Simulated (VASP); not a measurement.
# MgS (Fm-3m) in VASP: settings compared, part 2 of 2

VASP 6.6.1.

## Step 4: Single point, HSE06

This run uses another cell than the first one, of 17.63 Å³/atom.

Input file POSCAR:

```
MgS
1.0
    0.0000000000      2.6024618700      2.6024618700
    2.6024618700      0.0000000000      2.6024618700
    2.6024618700      2.6024618700      0.0000000000
Mg S
1 1
Direct
    0.0000000000      0.0000000000      0.0000000000
    0.5000000000      0.5000000000      0.5000000000
```

Input file INCAR.step1:

```
ALGO = Normal ; EDIFF = 1E-5
ENCUT = 520 ; GGA = PE
ISIF = 2 ; ISMEAR = -1
LASPH = T ; LREAL = F
LWAVE = T ; NBANDS = 11
NELM = 60 ; PREC = Accurate
SIGMA = 0.02
```

Input file INCAR.step2:

```
ALGO = Normal ; EDIFF = 1E-7
ENCUT = 520 ; GGA = PE
HFSCREEN = 0.2079 ; ISIF = 2
ISMEAR = -1 ; ISTART = 1
LASPH = T ; LCHARG = T
LELF = T ; LHFCALC = T
LREAL = F ; LVHAR = T
LWAVE = F ; NBANDS = 11
NELM = 60 ; PREC = Accurate
PRECFOCK = Normal ; SIGMA = 0.02
```

Input file KPOINTS:

```
k-points
0
Gamma
  8 8 8
```

Potentials or basis: VASP PAW PBE potentials, release 64 (Mg, S).

Launch:

```sh
> cat potpaw_PBE.64/Mg/POTCAR potpaw_PBE.64/S/POTCAR > POTCAR
> cp INCAR.step1 INCAR
> mpirun -np 1 vasp_std > vasp.out
> cp INCAR.step2 INCAR
> mpirun -np 1 vasp_std > vasp.out
```

OUTCAR:

```text
EDIFF = 1E-7
   ENCUT = 520
   GGA = PE
   HFSCREEN = 0.2079
   ISIF = 2
   ISMEAR = -1
   ISTART = 1
   LASPH = T
   LHFCALC = T
   LREAL = F
   NELM = 60
   PREC = Accurate
   PRECFOCK = Normal

 ion  position               nearest neighbor table
   1  0.000  0.000  0.000-   2 2.60   2 2.60   2 2.60   2 2.60   2 2.60   2 2.60
   2  0.500  0.500  0.500-   1 2.60   1 2.60   1 2.60   1 2.60   1 2.60   1 2.60

  LATTYP: Found a face centered cubic cell.
 ALAT       =     5.2049237400

  Lattice vectors:

 A1 = (   0.0000000000,   2.6024618700,   2.6024618700)
 A2 = (   2.6024618700,   0.0000000000,   2.6024618700)
 A3 = (   2.6024618700,   2.6024618700,   0.0000000000)

Analysis of symmetry for initial positions (statically):
=====================================================================
 Subroutine PRICEL returns:
 Original cell was already a primitive cell.

 Routine SETGRP: Setting up the symmetry group for a
 face centered cubic supercell.

 Subroutine GETGRP returns: Found 48 space group operations
 (whereof 48 operations were pure point group operations)
 out of a pool of 48 trial point group operations.

The static configuration has the point symmetry O_h .

Analysis of symmetry for dynamics (positions and initial velocities):
=====================================================================
 Subroutine PRICEL returns:
 Original cell was already a primitive cell.

 Routine SETGRP: Setting up the symmetry group for a
 face centered cubic supercell.

 Subroutine GETGRP returns: Found 48 space group operations
 (whereof 48 operations were pure point group operations)
 out of a pool of 48 trial point group operations.

The dynamic configuration has the point symmetry O_h .

 Subroutine INISYM returns: Found 48 space group operations
 (whereof 48 operations are pure point group operations),
 and found     1 'primitive' translations

----------------------------------------------------------------------------------------

                                     Primitive cell

  volume of cell :      35.2519

  direct lattice vectors                    reciprocal lattice vectors
     0.000000000  2.602461870  2.602461870    -0.192125774  0.192125774  0.192125774
     2.602461870  0.000000000  2.602461870     0.192125774 -0.192125774  0.192125774
     2.602461870  2.602461870  0.000000000     0.192125774  0.192125774 -0.192125774

  length of vectors
     3.680436872  3.680436872  3.680436872     0.332771601  0.332771601  0.332771601

  position of ions in fractional coordinates (direct lattice)
     0.000000000  0.000000000  0.000000000
     0.500000000  0.500000000  0.500000000

  ion indices of the primitive-cell ions
   primitive index   ion index
                 1           1
                 2           2

----------------------------------------------------------------------------------------

 KPOINTS: k-points

Automatic generation of k-mesh.
 Grid dimensions read from file:
 generate k-points for:    8    8    8

 Generating k-lattice:

[... 23 lines left out ...]
  0.125000  0.125000  0.000000      6.000000
[... 16 lines left out ...]
  0.500000  0.250000  0.125000     48.000000
 -0.375000  0.250000  0.125000     24.000000
 [... further k-points ...]
   k-points           NKPTS =     29   k-points in BZ     NKDIM =    512   number of bands    NBANDS=     11
   number of dos      NEDOS =    301   number of ions     NIONS =      2
   total plane-waves  NPLWV =  21952
   dimension x,y,z NGX =    28 NGY =   28 NGZ =   28
   dimension x,y,z NGXF=    56 NGYF=   56 NGZF=   56
   ions per type =               1   1
   NGX,Y,Z   is equivalent  to a cutoff of  12.65, 12.65, 12.65 a.u.
   NGXF,Y,Z  is equivalent  to a cutoff of  25.30, 25.30, 25.30 a.u.
 SYSTEM =  unknown system
   PREC   = accura    normal or accurate (medium, high low for compatibility)
   ISTART =      1    job   : 0-new  1-cont  2-samecut
   ICHARG =      0    charge: 1-file 2-atom 10-const
   ISPIN  =      1    spin polarized calculation?
   LNONCOLLINEAR =      F non collinear calculations
   LSORBIT =      F    spin-orbit coupling
   LASPH  =      T    aspherical Exc in radial PAW
   ENCUT  =  520.0 eV  38.22 Ry    6.18 a.u.   6.84  6.84  6.84*2*pi/ulx,y,z
   NELM   =     60;   NELMIN=  2; NELMDL=  0     # of ELM steps
   EDIFF  = 0.1E-06   stopping-criterion for ELM
   LREAL  =      F    real-space projection
   EDIFFG = 0.1E-05   stopping-criterion for IOM
   NSW    =      0    number of steps for IOM
   IBRION =     -1    ionic relax: 0-MD 1-quasi-New 2-CG
   NFREE  =      0    steps in history (QN), initial steepest desc. (CG)
   ISIF   =      2    stress and relaxation
   ISYM   =      3    0-nonsym 1-usesym 2-fastsym
   POTIM  = 0.5000    time-step for ionic-motion
   TEBEG  =    0.0;   TEEND  =   0.0 temperature during run
   PSTRESS=    0.0 pullay stress
   NELECT =       8.0000    total number of electrons
   NUPDOWN=      -1.0000    fix difference up-down
   EMIN   =  10.00;   EMAX   =-10.00  energy-range for DOS
   EFERMI =   0.00;   METHOD = LEGACY
   ISMEAR =    -1;   SIGMA  =   0.02  broadening in eV -4-tet -1-fermi 0-gaus
   EFERMI_NEDOS =   21; number of points for ismear=-14 and -15
   IALGO  =     38    algorithm
   IMIX   =      1    mixing-type and parameters
     AMIX     =   0.40;   BMIX     =  1.00
     AMIX_MAG =   1.60;   BMIX_MAG =  1.00
  volume/ion in A,a.u.               =      17.63       118.95
  Fermi-wavevector in a.u.,A,eV,Ry     =   0.998567  1.887018 13.566854  0.997136
  Thomas-Fermi vector in A             =   2.130799
   LORBIT       =      0    0 simple, 1 ext, 2 COOP (PROOUT), +10 PAW based schemes
   GGA     = PE    functional components
   LHFCALC =     T    Hartree Fock is set to
   PRECFOCK=normal    Normal, Fast or Accurate (Low or Medium for compatibility)
   ENCUT4O =  -1.0   cutoff for four orbital integrals eV
   NKREDX  =     1    reduce k-point grid by
   NKREDY  =     1    reduce k-point grid by
   NKREDZ  =     1    reduce k-point grid by
   AEXX    =    0.2500 exact exchange contribution
   HFSCREEN=    0.2079 screening length (either q_TF or 0.3 A-1)
   HFSCREENC=   0.2079 screening length for correlation (either q_TF or 0.3 A-1)
   ENCUTFOCK=  -1.0 apply spherical cutoff to Coloumb kernel
   IVDW    =     0    specifies the selected vdW correction
   LEPSILON=     F    determine dielectric tensor
   LRPA    =     F    only Hartree local field effects (RPA)
 non-spin polarized calculation
  energy-cutoff  :      520.00
  volume of cell :       35.25
 maximum number of plane-waves:       960
  NGX = 24; NGY = 24; NGZ = 24

 number of electron       8.0000000 magnetization

 Free energy of the ion-electron system (eV)
  ---------------------------------------------------
  ext. energy  EPLUGINS =         0.00000000
  ---------------------------------------------------
  free energy    TOTEN  =        -9.88888189 eV

  energy without entropy =       -9.88888189  energy(sigma->0) =       -9.88888189

 E-fermi :   3.4606     XC(G=0):  -8.0472

 val. band max:        3.0546274332   @ k =   0.0000   0.0000   0.0000
 cond. band min:       6.8028880990   @ k =   0.5000   0.5000   0.0000
 fundamental gap:      3.7482606658
 Fermi energy:         3.4605651262

 k-point     1 :       0.0000    0.0000    0.0000
  band No.  band energies     occupation
      1     -10.9039      2.00000
      2       3.0546      2.00000
      3       3.0546      2.00000
      4       3.0546      2.00000
      5       7.8399      0.00000
      6      12.1596      0.00000
      7      12.1596      0.00000
      8      12.1596      0.00000
      9      14.7423      0.00000
     10      14.7423      0.00000
     11      16.7856      0.00000
[... 309 lines left out ...]
 k-point    24 :      -0.3750    0.2500    0.1250
  band No.  band energies     occupation
      1      -9.2587      2.00000
      2      -1.6277      2.00000
      3       0.7438      2.00000
      4       1.8140      2.00000
      5       9.7286      0.00000
      6      10.2538      0.00000
      7      12.7260      0.00000
      8      13.7977      0.00000
      9      16.6978      0.00000
     10      17.8458      0.00000
     11      20.0548      0.00000

 [... further k-points ...]
[... 5 lines left out ...]
  --------------------------------------------------------------------------------------
  -------------------------------------------------------------------------------------
  Total       -0.1798452     -0.1798452     -0.1798452      0.0000000      0.0000000     -0.0000000
  in kB       -8.1738450     -8.1738450     -8.1738450      0.0000000      0.0000000     -0.0000000
  external PRESSURE =      -8.1738450 kB  Pullay stress =       0.0000000 kB

 VOLUME and BASIS-vectors are now :
 -----------------------------------------------------------------------------
  energy-cutoff  :      520.00
  volume of cell :       35.25
      direct lattice vectors                 reciprocal lattice vectors
     0.000000000  2.602461870  2.602461870    -0.192125774  0.192125774  0.192125774
     2.602461870  0.000000000  2.602461870     0.192125774 -0.192125774  0.192125774
     2.602461870  2.602461870  0.000000000     0.192125774  0.192125774 -0.192125774

 POSITION                                       TOTAL-FORCE (eV/Angst)
 -----------------------------------------------------------------------------------
      0.00000      0.00000      0.00000         0.000000      0.000000      0.000000
      2.60246      2.60246      2.60246         0.000000     -0.000000     -0.000000
 -----------------------------------------------------------------------------------
    total drift:                               -0.000018     -0.000024     -0.000024

  FREE ENERGIE OF THE ION-ELECTRON SYSTEM (eV)
  ---------------------------------------------------
  free  energy   TOTEN  =        -9.8888818903 eV

  energy  without entropy=       -9.8888818903  energy(sigma->0) =       -9.88888189
```

OUTCAR.step1:

```text
EDIFF = 1E-5
   ENCUT = 520
   GGA = PE
   ISIF = 2
   ISMEAR = -1
[... 556 lines left out ...]
 -----------------------------------------------------------------------------------
      0.00000      0.00000      0.00000        -0.000000      0.000000     -0.000000
      2.60246      2.60246      2.60246         0.000000     -0.000000      0.000000
 -----------------------------------------------------------------------------------
    total drift:                                0.000000      0.000000      0.000000

  FREE ENERGIE OF THE ION-ELECTRON SYSTEM (eV)
  ---------------------------------------------------
  free  energy   TOTEN  =        -8.5020523210 eV

  energy  without entropy=       -8.5020523210  energy(sigma->0) =       -8.50205232
```

OSZICAR.step1:

```text
N       E                     dE             d eps       ncg     rms          rms(c)
DAV:   1     0.209553071121E+02    0.20955E+02   -0.36825E+03   686   0.596E+02
DAV:   2    -0.763901293920E+01   -0.28594E+02   -0.27315E+02   846   0.100E+02
DAV:   3    -0.890035242324E+01   -0.12613E+01   -0.12596E+01   769   0.220E+01
DAV:   4    -0.890791069199E+01   -0.75583E-02   -0.75578E-02   782   0.208E+00
DAV:   5    -0.890797634278E+01   -0.65651E-04   -0.65650E-04   780   0.187E-01    0.441E+00
DAV:   6    -0.854237458409E+01    0.36560E+00   -0.78928E-01   721   0.350E+00    0.345E+00
DAV:   7    -0.850226332849E+01    0.40111E-01   -0.21791E-01   781   0.202E+00    0.227E+00
DAV:   8    -0.850233594143E+01   -0.72613E-04   -0.14748E-02   692   0.737E-01    0.991E-01
DAV:   9    -0.850204085676E+01    0.29508E-03   -0.79042E-04   719   0.162E-01    0.354E-01
DAV:  10    -0.850205618939E+01   -0.15333E-04   -0.24530E-04   739   0.717E-02    0.472E-02
DAV:  11    -0.850205232103E+01    0.38684E-05   -0.22601E-05   693   0.208E-02
   1 F= -.85020523E+01 E0= -.85020523E+01  d E =-.247579E-10
```

It took 86 min on 1 thread of AMD EPYC 7R43 (Zen 3), shared host; peak memory 0.26 GiB.

Results:

```yaml
Free_energy: -9.8889 eV
Pressure: -0.8 GPa
Band_gap_on_the_k_mesh: 3.75 eV (least direct gap 4.79 eV)
```

Caveat: the PAW data sets were made with another functional, which shifts forces and pressure a little. A k mesh can miss the band edges.

## Step 5: Overview

```tsv
task	level	cell	k mesh	grid for exact exchange (PRECFOCK)	share of exact exchange	screening parameter	gap on the mesh (eV)	pressure (GPa)
relaxation of the atoms	r2SCAN	atoms relaxed from a = 3.729 Å, angles 60.0°, 2 atoms	10 × 10 × 10	-	-	-	3.35	-3.4
relaxation of the atoms	r2SCAN	atoms relaxed from a = 3.753 Å, angles 60.0°, 2 atoms	10 × 10 × 10	-	-	-	3.30	-4.6
single point	HSE06	a = 3.680 Å, angles 60.0°, 2 atoms	8 × 8 × 8	Normal	0.25	0.2079 1/Å	3.75	-0.8
```

Alike in all rows: potentials or basis VASP PAW PBE potentials, release 64 (Mg, S); no spin polarisation; cutoff (eV) 520; smearing fermi-dirac 0.02 eV.

Caveats: the PAW data sets were made with another functional, which shifts forces and pressure a little; the relaxation stopped at its first step, so nothing moved (at least some runs).

Absolute energies hang on the potentials; compare differences alone.
